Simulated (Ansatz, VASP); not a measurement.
# Pt: VASP beside Ansatz

POSCAR

```
Pt
1.0
   -1.5518799051      1.5518799051      1.5518799051
    1.5518799051     -1.5518799051      1.5518799051
    1.5518799051      1.5518799051     -1.5518799051
Pt
1
Direct
    0.0000000000      0.0000000000      0.0000000000
```

File INCAR.step1:

```
SYSTEM = Pt
PREC     = Accurate       ! precision mode
ENCUT    = 520            ! plane-wave cutoff, eV
EDIFF    = 1E-5           ! SCF threshold, eV
ISMEAR   = -1             ! smearing method
SIGMA    = 0.05           ! smearing width, eV
LREAL    = .FALSE.        ! projectors in reciprocal space
LASPH    = .TRUE.         ! aspherical terms in the spheres
NELM     = 80             ! most SCF steps
ALGO     = Normal         ! electronic algorithm
ISIF     = 2              ! what is computed and relaxed
LWAVE    = .TRUE.         ! write WAVECAR
LCHARG   = .FALSE.        ! write CHGCAR
GGA      = PE             ! functional
NBANDS   = 11             ! bands
```

File INCAR.step2:

```
SYSTEM = Pt
PREC     = Accurate       ! precision mode
ENCUT    = 520            ! plane-wave cutoff, eV
EDIFF    = 1E-6           ! SCF threshold, eV
ISMEAR   = -1             ! smearing method
SIGMA    = 0.05           ! smearing width, eV
LREAL    = .FALSE.        ! projectors in reciprocal space
LASPH    = .TRUE.         ! aspherical terms in the spheres
NELM     = 80             ! most SCF steps
ALGO     = Normal         ! electronic algorithm
ISIF     = 2              ! what is computed and relaxed
LWAVE    = .FALSE.        ! write WAVECAR
LCHARG   = .FALSE.        ! write CHGCAR
GGA      = PE             ! functional
LHFCALC  = .TRUE.         ! exact exchange
AEXX     = 0.25           ! exact-exchange fraction
PRECFOCK = Normal       
ISTART   = 1            
NBANDS   = 11             ! bands
```

File KPOINTS:

```
regular mesh
0
G
  6 6 6
  0 0 0
```

Contents of input.yaml:

```yaml
crystal:
  lattice:
    - [-1.5518799051, 1.5518799051, 1.5518799051]
    - [1.5518799051, -1.5518799051, 1.5518799051]
    - [1.5518799051, 1.5518799051, -1.5518799051]
  atoms:
    - { symbol: Pt, position: [0.0, 0.0, 0.0] }
hamiltonian:
  xc: pbe0
  pseudopotentials: { kind: paw }
kpoints:
  mp_grid: { grid: [6, 6, 6] }
scf:
  occupations: { method: fermi_dirac, width: 0.05 }
output:
  forces: true
  stress: true
  eigenvalues: true
```

Alike in both runs: task single point; functional PBE0; k mesh 6 × 6 × 6; occupations fermi-dirac, width 0.05 eV; no spin polarisation.

|  | VASP | Ansatz |
| --- | --- | --- |
| version | VASP 6.6.1 | Ansatz 0.2.0 |
| potentials or method | VASP PAW PBE potentials, release 64 (Pt) | Ansatz PAW |
| plane-wave cutoff (eV) | 520 | 420 |
| valence electrons in the cell | 10 | 18 |

```csv
,VASP,Ansatz,Ansatz less VASP
gap on the k mesh at the Fermi level (eV),none,none,-
pressure (GPa),7.3,7.3,-0.01
```

A gap of «none» marks a metal or a gap that the smearing closes. VASP's potentials hold 10 valence electrons a cell and Ansatz's 18, so a difference there can come from the potentials and not from the codes.

The k mesh is coarse, so the values compare programs but aren't converged. Neither program's run includes spin-orbit coupling.
